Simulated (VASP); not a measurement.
# Sr (Im-3m) in VASP: notebook

Runs on Sr. Level: LDA. Tasks: single point.

Program: VASP 6.6.1. These are calculated values, not measurements. Logs are shortened: lines on timing, memory, paths and dates and some standing lists are left out, and cuts for length are marked.

## 1. The cell of the first run

It takes space group Im-3m (No. 229, cubic). Conventional cell: a = 4.531 Å, b = 4.531 Å, c = 4.531 Å, α = 90.00°, β = 90.00°, γ = 90.00°. Within 5.2 Å of Sr (site symmetry m-3m) lie 14 Sr at 3.92 to 4.53 Å.

## 2. Single point, LDA

INCAR

```
SYSTEM = Sr
PREC = Accurate ; ENCUT = 500
EDIFF = 1E-6 ; ISMEAR = -1
SIGMA = 0.05 ; LREAL = .FALSE.
LASPH = .TRUE. ; NELM = 120
ALGO = Normal ; ISIF = 2
LWAVE = .FALSE. ; LCHARG = .TRUE.
LELF = .TRUE. ; LVHAR = .TRUE.
NBANDS = 11 ; GGA_COMPAT = .FALSE.
```

KPOINTS

```
regular mesh
0
G
  6 6 6
  0 0 0
```

POSCAR

```
Sr
1.0
    2.2656634401      2.2656634401      2.2656634401
   -2.2656634401      2.2656634401      2.2656634401
   -2.2656634401     -2.2656634401      2.2656634401
Sr
1
Direct
    0.0000000000      0.0000000000      0.0000000000
```

Potentials or basis: VASP PAW LDA potentials, release 64 (Sr_sv).

Command:

```bash
$ cat potpaw_LDA.64/Sr_sv/POTCAR > POTCAR
$ mpirun -np 1 vasp_std > vasp.out
```

OUTCAR:

```text
SYSTEM = Sr
   PREC = Accurate
   ENCUT = 500
   EDIFF = 1E-6
   ISMEAR = -1
   LREAL = .FALSE.
   LASPH = .TRUE.
   NELM = 120
   ISIF = 2

 ion  position               nearest neighbor table
   1  0.000  0.000  0.000-

  LATTYP: Found a body centered cubic cell.
 ALAT       =     4.5313268802

  Lattice vectors:

 A1 = (   2.2656634401,  -2.2656634401,  -2.2656634401)
 A2 = (   2.2656634401,   2.2656634401,   2.2656634401)
 A3 = (  -2.2656634401,  -2.2656634401,   2.2656634401)

Analysis of symmetry for initial positions (statically):
=====================================================================
 Subroutine PRICEL returns:
 Original cell was already a primitive cell.

 Routine SETGRP: Setting up the symmetry group for a
 body centered cubic supercell.

 Subroutine GETGRP returns: Found 48 space group operations
 (whereof 48 operations were pure point group operations)
 out of a pool of 48 trial point group operations.

The static configuration has the point symmetry O_h .

Analysis of symmetry for dynamics (positions and initial velocities):
=====================================================================
 Subroutine PRICEL returns:
 Original cell was already a primitive cell.

 Routine SETGRP: Setting up the symmetry group for a
 body centered cubic supercell.

 Subroutine GETGRP returns: Found 48 space group operations
 (whereof 48 operations were pure point group operations)
 out of a pool of 48 trial point group operations.

The dynamic configuration has the point symmetry O_h .

 Subroutine INISYM returns: Found 48 space group operations
 (whereof 48 operations are pure point group operations),
 and found     1 'primitive' translations

----------------------------------------------------------------------------------------

                                     Primitive cell

  volume of cell :      46.5207

  direct lattice vectors                    reciprocal lattice vectors
     2.265663440  2.265663440  2.265663440     0.220685911  0.000000000  0.220685911
    -2.265663440  2.265663440  2.265663440    -0.220685911  0.220685911  0.000000000
    -2.265663440 -2.265663440  2.265663440     0.000000000 -0.220685911  0.220685911

  length of vectors
     3.924244191  3.924244191  3.924244191     0.312097008  0.312097008  0.312097008

  position of ions in fractional coordinates (direct lattice)
     0.000000000  0.000000000  0.000000000

  ion indices of the primitive-cell ions
   primitive index   ion index
                 1           1

----------------------------------------------------------------------------------------

 KPOINTS: regular mesh

Automatic generation of k-mesh.
 Grid dimensions read from file:
 generate k-points for:    6    6    6

 Generating k-lattice:

  Cartesian coordinates                     Fractional coordinates (reciprocal lattice)
     0.036780985  0.000000000  0.036780985     0.166666667  0.000000000  0.000000000
    -0.036780985  0.036780985  0.000000000     0.000000000  0.166666667  0.000000000
     0.000000000 -0.036780985  0.036780985     0.000000000  0.000000000  0.166666667

  Length of vectors
     0.052016168  0.052016168  0.052016168

  Shift w.r.t. Gamma in fractional coordinates (k-lattice)
     0.000000000  0.000000000  0.000000000

 Subroutine IBZKPT returns following result:
 ===========================================

 Found     16 irreducible k-points:

 Following reciprocal coordinates:
            Coordinates               Weight
  0.000000  0.000000  0.000000      1.000000
  0.166667  0.000000  0.000000     12.000000
  0.333333  0.000000  0.000000     12.000000
  0.500000  0.000000  0.000000      6.000000
  0.333333  0.166667  0.000000     24.000000
  0.500000  0.166667  0.000000     48.000000
[... 8 lines left out ...]
  0.500000  0.333333  0.333333     12.000000
  0.500000  0.500000  0.500000      1.000000
   k-points           NKPTS =     16   k-points in BZ     NKDIM =     16   number of bands    NBANDS=     11
   number of dos      NEDOS =    301   number of ions     NIONS =      1
   total plane-waves  NPLWV =  27000
   dimension x,y,z NGX =    30 NGY =   30 NGZ =   30
   dimension x,y,z NGXF=    60 NGYF=   60 NGZF=   60
   ions per type =               1
   NGX,Y,Z   is equivalent  to a cutoff of  12.71, 12.71, 12.71 a.u.
   NGXF,Y,Z  is equivalent  to a cutoff of  25.42, 25.42, 25.42 a.u.
 SYSTEM =  Sr
   PREC   = accura    normal or accurate (medium, high low for compatibility)
   ISTART =      0    job   : 0-new  1-cont  2-samecut
   ICHARG =      2    charge: 1-file 2-atom 10-const
   ISPIN  =      1    spin polarized calculation?
   LNONCOLLINEAR =      F non collinear calculations
   LSORBIT =      F    spin-orbit coupling
   LASPH  =      T    aspherical Exc in radial PAW
   ENCUT  =  500.0 eV  36.75 Ry    6.06 a.u.   7.15  7.15  7.15*2*pi/ulx,y,z
   NELM   =    120;   NELMIN=  2; NELMDL= -5     # of ELM steps
   EDIFF  = 0.1E-05   stopping-criterion for ELM
   LREAL  =      F    real-space projection
   EDIFFG = 0.1E-04   stopping-criterion for IOM
   NSW    =      0    number of steps for IOM
   IBRION =     -1    ionic relax: 0-MD 1-quasi-New 2-CG
   NFREE  =      0    steps in history (QN), initial steepest desc. (CG)
   ISIF   =      2    stress and relaxation
   ISYM   =      2    0-nonsym 1-usesym 2-fastsym
   POTIM  = 0.5000    time-step for ionic-motion
   TEBEG  =    0.0;   TEEND  =   0.0 temperature during run
   PSTRESS=    0.0 pullay stress
   NELECT =      10.0000    total number of electrons
   NUPDOWN=      -1.0000    fix difference up-down
   EMIN   =  10.00;   EMAX   =-10.00  energy-range for DOS
   EFERMI =   0.00;   METHOD = LEGACY
   ISMEAR =    -1;   SIGMA  =   0.05  broadening in eV -4-tet -1-fermi 0-gaus
   EFERMI_NEDOS =   21; number of points for ismear=-14 and -15
   IALGO  =     38    algorithm
   IMIX   =      4    mixing-type and parameters
     AMIX     =   0.40;   BMIX     =  1.00
     AMIX_MAG =   1.60;   BMIX_MAG =  1.00
  volume/ion in A,a.u.               =      46.52       313.94
  Fermi-wavevector in a.u.,A,eV,Ry     =   0.980677  1.853211 13.085102  0.961728
  Thomas-Fermi vector in A             =   2.111626
   LORBIT       =      0    0 simple, 1 ext, 2 COOP (PROOUT), +10 PAW based schemes
   GGA     = CA    functional components
   LHFCALC =     F    Hartree Fock is set to
   AEXX    =    0.0000 exact exchange contribution
   IVDW    =     0    specifies the selected vdW correction
   LEPSILON=     F    determine dielectric tensor
   LRPA    =     F    only Hartree local field effects (RPA)
 non-spin polarized calculation
  energy-cutoff  :      500.00
  volume of cell :       46.52
 maximum number of plane-waves:      1205
 NGX is ok and might be reduce to    30
   NGX = 15   NGY = 15   NGZ = 15

 number of electron      10.0000000 magnetization

 Free energy of the ion-electron system (eV)
  ---------------------------------------------------
  ext. energy  EPLUGINS =         0.00000000
  ---------------------------------------------------
  free energy    TOTEN  =        -1.90247223 eV

  energy without entropy =       -1.89549521  energy(sigma->0) =       -1.89898372

 E-fermi :   1.9472     XC(G=0):  -8.0987

 val. band max:        1.8897901135   @ k =   0.1667  -0.3333   0.1667
 cond. band min:       2.1738355694   @ k =  -0.3333   0.3333   0.0000
 fundamental gap:      0.2840454559
 Fermi energy:         1.9472281541

 k-point     1 :       0.0000    0.0000    0.0000
  band No.  band energies     occupation
      1     -34.1249      2.00000
      2     -16.0581      2.00000
      3     -16.0581      2.00000
      4     -16.0581      2.00000
      5      -1.8759      2.00000
      6       4.4776      0.00000
      7       4.4776      0.00000
      8       4.4776      0.00000
      9       6.0474      0.00000
     10       6.0474      0.00000
     11      10.7993      0.00000

 k-point     2 :       0.1667    0.0000    0.0000
  band No.  band energies     occupation
      1     -34.1163      2.00000
      2     -16.1523      2.00000
      3     -16.0877      2.00000
      4     -16.0585      2.00000
      5      -1.3302      2.00000
      6       4.0512      0.00000
      7       4.0531      0.00000
      8       5.0308      0.00000
      9       5.6785      0.00000
     10       6.0428      0.00000
     11      11.1870      0.00000

 k-point     3 :       0.3333    0.0000    0.0000
  band No.  band energies     occupation
      1     -34.0993      2.00000
      2     -16.3332      2.00000
      3     -16.1461      2.00000
      4     -16.0593      2.00000
      5      -0.0094      2.00000
      6       3.0001      0.00000
      7       3.4055      0.00000
      8       5.9198      0.00000
      9       6.2833      0.00000
     10       6.5746      0.00000
     11       9.8941      0.00000

 k-point     4 :       0.5000    0.0000    0.0000
  band No.  band energies     occupation
      1     -34.0907      2.00000
      2     -16.4201      2.00000
      3     -16.1749      2.00000
      4     -16.0598      2.00000
      5       0.8578      2.00000
      6       2.6032      0.00000
      7       3.1415      0.00000
      8       5.8994      0.00000
      9       6.6441      0.00000
     10       8.1368      0.00000
     11       8.8267      0.00000

 k-point     5 :       0.3333    0.1667    0.0000
  band No.  band energies     occupation
      1     -34.1035      2.00000
      2     -16.2749      2.00000
      3     -16.1259      2.00000
      4     -16.0796      2.00000
      5      -0.3647      2.00000
      6       3.2766      0.00000
      7       3.5327      0.00000
      8       5.5156      0.00000
      9       6.0867      0.00000
     10       6.4508      0.00000
     11      10.3455      0.00000
[... 99 lines left out ...]
 k-point    13 :       0.1667   -0.3333    0.1667
  band No.  band energies     occupation
      1     -34.0890      2.00000
      2     -16.3282      2.00000
      3     -16.2219      2.00000
      4     -16.1478      2.00000
      5       1.8898      1.51857
      6       2.4196      0.00016
      7       2.6230      0.00000
      8       6.2399      0.00000
      9       6.7219      0.00000
     10       6.7873      0.00000
     11       8.9854      0.00000

 k-point    14 :       0.3333    0.3333    0.3333
  band No.  band energies     occupation
      1     -34.0786      2.00000
      2     -16.2966      2.00000
      3     -16.2451      2.00000
      4     -16.2451      2.00000
      5       1.3082      1.99999
      6       2.3288      0.00097
      7       4.7776      0.00000
      8       4.7776      0.00000
      9       5.5106      0.00000
     10       6.5655      0.00000
     11      10.5284      0.00000

 k-point    15 :       0.5000    0.3333    0.3333
  band No.  band energies     occupation
      1     -34.0716      2.00000
      2     -16.3385      2.00000
      3     -16.2774      2.00000
      4     -16.2500      2.00000
      5       1.8322      1.81786
      6       1.8333      1.81416
      7       4.6055      0.00000
      8       5.0159      0.00000
      9       6.5558      0.00000
     10       7.7564      0.00000
     11       8.4241      0.00000

 k-point    16 :       0.5000    0.5000    0.5000
  band No.  band energies     occupation
      1     -34.0653      2.00000
      2     -16.3108      2.00000
      3     -16.3108      2.00000
      4     -16.3108      2.00000
      5       1.6238      1.99690
      6       1.6238      1.99690
      7       6.3818      0.00000
      8       6.3818      0.00000
      9       6.3818      0.00000
     10       7.6409      0.00000
     11       7.6409      0.00000

------------------------ aborting loop because EDIFF is reached ----------------------------------------

  FORCE on cell =-STRESS in cart. coord.  units (eV):
  Direction    XX          YY          ZZ          XY          YZ          ZX
  --------------------------------------------------------------------------------------
  -------------------------------------------------------------------------------------
  Total        0.0856223      0.0856223      0.0856223     -0.0000000     -0.0000000      0.0000000
  in kB        2.9488418      2.9488418      2.9488418     -0.0000000     -0.0000000      0.0000000
  external PRESSURE =       2.9488418 kB  Pullay stress =       0.0000000 kB

 VOLUME and BASIS-vectors are now :
 -----------------------------------------------------------------------------
  energy-cutoff  :      500.00
  volume of cell :       46.52
      direct lattice vectors                 reciprocal lattice vectors
     2.265663440  2.265663440  2.265663440     0.220685911  0.000000000  0.220685911
    -2.265663440  2.265663440  2.265663440    -0.220685911  0.220685911  0.000000000
    -2.265663440 -2.265663440  2.265663440     0.000000000 -0.220685911  0.220685911

 POSITION                                       TOTAL-FORCE (eV/Angst)
 -----------------------------------------------------------------------------------
      0.00000      0.00000      0.00000        -0.000000     -0.000000      0.000000
 -----------------------------------------------------------------------------------
    total drift:                                0.000000      0.000000      0.000000

  FREE ENERGIE OF THE ION-ELECTRON SYSTEM (eV)
  ---------------------------------------------------
  free  energy   TOTEN  =        -1.9024722285 eV

  energy  without entropy=       -1.8954952052  energy(sigma->0) =       -1.89898372
```

It took 9.1 s on 1 thread of Intel Xeon Platinum 8488C (Sapphire Rapids), shared host; peak memory 0.14 GiB.

Results:

- Free energy: -1.9025 eV
- Pressure: 0.3 GPa
- Band gap on the k mesh: zero (band 5 reaches 2.17 eV, above the bottom of band 6 at 1.62 eV)

## 3. Single point, LDA

This run uses another cell than the first one, of 47.47 Å³/atom, 1.020 times its volume.

INCAR

```
PREC = Accurate
ENCUT = 500
EDIFF = 1E-6
ISMEAR = -1
SIGMA = 0.05
LREAL = False
LASPH = True
NELM = 120
ALGO = Normal
ISIF = 2
LWAVE = False
LCHARG = False
NBANDS = 11
GGA_COMPAT = False
```

KPOINTS

```
Automatic mesh
0
Gamma
  6 6 6
```

POSCAR

```
Sr
1.0
    2.2809724413      2.2809724413      2.2809724413
   -2.2809724413      2.2809724413      2.2809724413
   -2.2809724413     -2.2809724413      2.2809724413
Sr
1
Direct
    0.0000000000      0.0000000000      0.0000000000
```

Potentials or basis: VASP PAW LDA potentials, release 64 (Sr_sv).

Command:

```bash
$ cat potpaw_LDA.64/Sr_sv/POTCAR > POTCAR
$ mpirun -np 1 vasp_std > vasp.out
```

OUTCAR:

```text
PREC = Accurate
   ENCUT = 500
   EDIFF = 1E-6
   ISMEAR = -1
   LREAL = False
   LASPH = True
   NELM = 120
   ISIF = 2

 ion  position               nearest neighbor table
   1  0.000  0.000  0.000-

  LATTYP: Found a body centered cubic cell.
 ALAT       =     4.5619448826

  Lattice vectors:

 A1 = (   2.2809724413,  -2.2809724413,  -2.2809724413)
 A2 = (   2.2809724413,   2.2809724413,   2.2809724413)
 A3 = (  -2.2809724413,  -2.2809724413,   2.2809724413)

Analysis of symmetry for initial positions (statically):
=====================================================================
 Subroutine PRICEL returns:
 Original cell was already a primitive cell.

 Routine SETGRP: Setting up the symmetry group for a
 body centered cubic supercell.

 Subroutine GETGRP returns: Found 48 space group operations
 (whereof 48 operations were pure point group operations)
 out of a pool of 48 trial point group operations.

The static configuration has the point symmetry O_h .

Analysis of symmetry for dynamics (positions and initial velocities):
=====================================================================
[... 156 lines left out ...]
      1     -34.2371      2.00000
      2     -16.1782      2.00000
      3     -16.1782      2.00000
      4     -16.1782      2.00000
      5      -1.9250      2.00000
      6       4.3772      0.00000
      7       4.3772      0.00000
      8       4.3772      0.00000
      9       5.9185      0.00000
     10       5.9185      0.00000
     11      10.6432      0.00000
[... 197 lines left out ...]
 k-point    16 :       0.5000    0.5000    0.5000
  band No.  band energies     occupation
      1     -34.1826      2.00000
      2     -16.4153      2.00000
      3     -16.4153      2.00000
      4     -16.4153      2.00000
      5       1.5798      1.99498
      6       1.5798      1.99498
      7       6.2074      0.00000
      8       6.2074      0.00000
      9       6.2074      0.00000
     10       7.4717      0.00000
     11       7.4717      0.00000

------------------------ aborting loop because EDIFF is reached ----------------------------------------

  FORCE on cell =-STRESS in cart. coord.  units (eV):
  Direction    XX          YY          ZZ          XY          YZ          ZX
  --------------------------------------------------------------------------------------
  -------------------------------------------------------------------------------------
  Total       -0.0023679     -0.0023679     -0.0023679      0.0000000      0.0000000     -0.0000000
  in kB       -0.0799200     -0.0799200     -0.0799200      0.0000000      0.0000000     -0.0000000
  external PRESSURE =      -0.0799200 kB  Pullay stress =       0.0000000 kB

 VOLUME and BASIS-vectors are now :
 -----------------------------------------------------------------------------
  energy-cutoff  :      500.00
  volume of cell :       47.47
      direct lattice vectors                 reciprocal lattice vectors
     2.280972441  2.280972441  2.280972441     0.219204753  0.000000000  0.219204753
    -2.280972441  2.280972441  2.280972441    -0.219204753  0.219204753  0.000000000
    -2.280972441 -2.280972441  2.280972441     0.000000000 -0.219204753  0.219204753

 POSITION                                       TOTAL-FORCE (eV/Angst)
 -----------------------------------------------------------------------------------
      0.00000      0.00000      0.00000         0.000000      0.000000     -0.000000
 -----------------------------------------------------------------------------------
    total drift:                                0.000000      0.000000     -0.000000

  FREE ENERGIE OF THE ION-ELECTRON SYSTEM (eV)
  ---------------------------------------------------
  free  energy   TOTEN  =        -1.9034065035 eV

  energy  without entropy=       -1.8961633167  energy(sigma->0) =       -1.89978491
```

OSZICAR:

```text
N       E                     dE             d eps       ncg     rms          rms(c)
DAV:   1     0.340789983687E+02    0.34079E+02   -0.50662E+03   352   0.797E+02
DAV:   2    -0.610156562504E+00   -0.34689E+02   -0.34205E+02   437   0.163E+02
DAV:   3    -0.184031891500E+01   -0.12302E+01   -0.12194E+01   452   0.230E+01
DAV:   4    -0.190845128872E+01   -0.68132E-01   -0.67970E-01   483   0.435E+00
DAV:   5    -0.190983535930E+01   -0.13841E-02   -0.13840E-02   462   0.461E-01    0.120E+01
DAV:   6    -0.190569538000E+01    0.41400E-02   -0.58354E-03   440   0.896E-01    0.682E+00
DAV:   7    -0.190334299841E+01    0.23524E-02   -0.10726E-02   438   0.113E+00    0.252E-01
DAV:   8    -0.190338042627E+01   -0.37428E-04   -0.12045E-03   559   0.191E-01    0.587E-02
DAV:   9    -0.190339931481E+01   -0.18889E-04   -0.10554E-05   423   0.288E-02    0.306E-02
DAV:  10    -0.190340627989E+01   -0.69651E-05   -0.42225E-06   493   0.191E-02    0.631E-03
DAV:  11    -0.190340650351E+01   -0.22362E-06   -0.23421E-07   227   0.449E-03
   1 F= -.19034065E+01 E0= -.18997849E+01  d E =-.724319E-02
```

stdout:

```text
POSCAR found type information on POSCAR Sr
 POSCAR found :  1 types and       1 ions
 scaLAPACK will be used
 LDA part: xc-table for (Slater(with rela. corr.)+CA(PZ))
 , standard interpolation
 POSCAR, INCAR and KPOINTS ok, starting setup
 FFT: planning ... GRIDC
 FFT: planning ... GRID_SOFT
 FFT: planning ... GRID
 WAVECAR not read
 entering main loop
```

Wall time 9.8 s (1 thread of Intel Xeon Platinum 8488C (Sapphire Rapids), shared host); peak memory 0.14 GiB.

What came out:

| Property | Result |
| --- | --- |
| Free energy | -1.9034 eV |
| Pressure | 0.0 GPa |
| Band gap on the k mesh | zero (band 5 reaches 2.10 eV, above the bottom of band 6 at 1.58 eV) |

Levels at points of the mesh, in eV from the Fermi level:
```
           k point  band 3  band 4  band 5  band 6  band 7  band 8
(0.00, 0.00, 0.00)  -18.06  -18.06   -3.80    2.50    2.50    2.50
(0.50, 0.00, 0.00)  -18.17  -18.06   -1.08    0.60    1.19    3.88
(0.50, 0.50, 0.50)  -18.29  -18.29   -0.30   -0.30    4.33    4.33
```
